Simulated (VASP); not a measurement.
# Ta16Cu in VASP: further runs, part 2 of 2

VASP 6.6.1. Earlier steps stand in the parts before.

### Step 3. Single point, PBE+D3(BJ)

The input, INCAR:

```
PREC = Accurate ; ENCUT = 520
EDIFF = 1E-6 ; ISMEAR = 0
SIGMA = 0.1 ; LREAL = Auto
LASPH = True ; NELM = 80
ALGO = Normal ; ISIF = 2
LWAVE = False ; LCHARG = True
LDIPOL = True ; IDIPOL = 3
DIPOL = 0.5 0.5 0.307 ; GGA = PE
IVDW = 12 ; LELF = True
LVHAR = True ; LVACPOTAV = True
NBANDS = 108
```

The input, KPOINTS:

```
Automatic mesh
0
Gamma
  4 4 1
```

The input, POSCAR:

```
Ta16Cu
1.0
    6.5699959905      0.0000000000      0.0000000000
    0.0000000000      6.5699959905      0.0000000000
    0.0000000000      0.0000000000     21.9099229040
Ta Cu
16 1
Direct
    0.2500000000      0.2500000000      0.1825656812
    0.2500000000      0.7500000000      0.1825656812
    0.7500000000      0.2500000000      0.1825656812
    0.7500000000      0.7500000000      0.1825656812
    0.0000000000      0.0000000000      0.2575316683
    0.0000000000      0.5000000000      0.2575316683
    0.5000000000      0.0000000000      0.2575316683
    0.5000000000      0.5000000000      0.2575316683
    0.2500000000      0.2500000000      0.3326484497
    0.2500000000      0.7500000000      0.3326484497
    0.7500000000      0.2500000000      0.3326484497
    0.7500000000      0.7500000000      0.3326484497
    0.0000000000      0.0000000000      0.4020973941
    0.0000000000      0.5000000000      0.4020973941
    0.5000000000      0.0000000000      0.4020973941
    0.5000000000      0.5000000000      0.4020973941
    0.2500000000      0.2500000000      0.5162009448
```

Potentials or basis: VASP PAW PBE potentials, release 64 (Ta_pv, Cu).

Started as:

```
> cat potpaw_PBE.64/Ta_pv/POTCAR potpaw_PBE.64/Cu/POTCAR > POTCAR
> mpirun -np 1 vasp_std > vasp.out
```

OUTCAR:

```text
PREC = Accurate
   ENCUT = 520
   EDIFF = 1E-6
   ISMEAR = 0
   LREAL = Auto
   LASPH = True
   NELM = 80
   ISIF = 2
   GGA = PE
   IVDW = 12
 IVDW          = 12

 ion  position               nearest neighbor table
   1  0.250  0.250  0.183-   5 2.84   6 2.84   7 2.84   8 2.84   2 3.28   3 3.28   2 3.28   3 3.28
                             9 3.29
   2  0.250  0.750  0.183-   5 2.84   6 2.84   7 2.84   8 2.84   1 3.28   4 3.28   1 3.28   4 3.28
                            10 3.29
   3  0.750  0.250  0.183-   5 2.84   6 2.84   7 2.84   8 2.84   1 3.28   4 3.28   4 3.28   1 3.28
                            11 3.29
   4  0.750  0.750  0.183-   5 2.84   6 2.84   7 2.84   8 2.84   2 3.28   3 3.28   3 3.28   2 3.28
                            12 3.29
   5  0.000  0.000  0.258-   1 2.84   2 2.84   3 2.84   4 2.84   9 2.85  10 2.85  11 2.85  12 2.85
                            13 3.17   7 3.28   6 3.28   6 3.28   7 3.28
   6  0.000  0.500  0.258-   1 2.84   2 2.84   3 2.84   4 2.84   9 2.85  10 2.85  11 2.85  12 2.85
                            14 3.17   8 3.28   5 3.28   5 3.28   8 3.28
   7  0.500  0.000  0.258-   1 2.84   2 2.84   3 2.84   4 2.84   9 2.85  10 2.85  11 2.85  12 2.85
                            15 3.17   8 3.28   5 3.28   8 3.28   5 3.28
[... 235 lines left out ...]
      5     -35.6785      2.00000
      6     -35.6758      2.00000
[... 637 lines left out ...]
    104      -0.2921      0.00000
    105      -0.2452      0.00000
 [bands above 105 left out]

------------------------ aborting loop because EDIFF is reached ----------------------------------------

 Edisp (eV)   -6.85729

 E8    (eV) :    -3.7261

  FORCE on cell =-STRESS in cart. coord.  units (eV):
  Direction    XX          YY          ZZ          XY          YZ          ZX
  --------------------------------------------------------------------------------------
  -------------------------------------------------------------------------------------
  Total     -19.92858   -19.92858    -6.36770     0.00000     0.00000     0.00000
  in kB     -33.76105   -33.76105   -10.78753     0.00000     0.00000     0.00000
  external pressure =      -26.10 kB  Pullay stress =        0.00 kB

 VOLUME and BASIS-vectors are now :
 -----------------------------------------------------------------------------
  energy-cutoff  :      520.00
  volume of cell :      945.74
      direct lattice vectors                 reciprocal lattice vectors
     6.569995990  0.000000000  0.000000000     0.152207094  0.000000000  0.000000000
     0.000000000  6.569995990  0.000000000     0.000000000  0.152207094  0.000000000
     0.000000000  0.000000000 21.909922904     0.000000000  0.000000000  0.045641420

 POSITION                                       TOTAL-FORCE (eV/Angst)
 -----------------------------------------------------------------------------------
      1.64250      1.64250      4.00000        -0.000000      0.000000      0.547116
      1.64250      4.92750      4.00000        -0.000000     -0.000000      0.510365
      4.92750      1.64250      4.00000         0.000000      0.000000      0.510365
      4.92750      4.92750      4.00000         0.000000      0.000000      0.453338
      0.00000      0.00000      5.64250         0.034717      0.034717     -0.545369
      0.00000      3.28500      5.64250         0.034717     -0.034717     -0.545369
[... 9 lines left out ...]
      3.28500      3.28500      8.80992        -0.326844     -0.326844      0.474794
      1.64250      1.64250     11.30992        -0.000000      0.000000     -1.500955
 -----------------------------------------------------------------------------------
    total drift:                                0.000000      0.000000     -0.002991

  FREE ENERGIE OF THE ION-ELECTRON SYSTEM (eV)
  ---------------------------------------------------
  free  energy   TOTEN  =      -183.6618214539 eV

  energy  without entropy=     -183.5788162268  energy(sigma->0) =     -183.62031884

 vacuum level on the upper side and lower side of the slab         3.364         3.355
```

It took 31 min on 1 thread of Intel Xeon 6975P-C (Granite Rapids), shared host; peak memory 1 GiB.

What came out:

| Property | Result |
| --- | --- |
| Free energy | -183.6618 eV |
| Largest force | 1.501 eV/Å |
| Band gap on the k mesh | zero (an odd number of electrons rules out a gap without spin polarisation) |
| Dispersion energy per atom | -0.403 eV |

Forces on the atoms (eV/Å):
```
Ta   0.000  0.000  0.547
Ta   0.000  0.000  0.510
Ta   0.000  0.000  0.510
Ta   0.000  0.000  0.453
Ta   0.035  0.035 -0.545
Ta   0.035 -0.035 -0.545
Ta  -0.035  0.035 -0.545
Ta  -0.035 -0.035 -0.545
Ta   0.000  0.000 -0.378
Ta   0.000  0.000  0.031
Ta   0.000  0.000  0.031
Ta   0.000  0.000  0.077
Ta   0.327  0.327  0.475
Ta   0.327 -0.327  0.475
Ta  -0.327  0.327  0.475
Ta  -0.327 -0.327  0.475
Cu   0.000  0.000 -1.501
```

Caveat: spin-orbit coupling is left out, which moves the levels of the heavy elements.
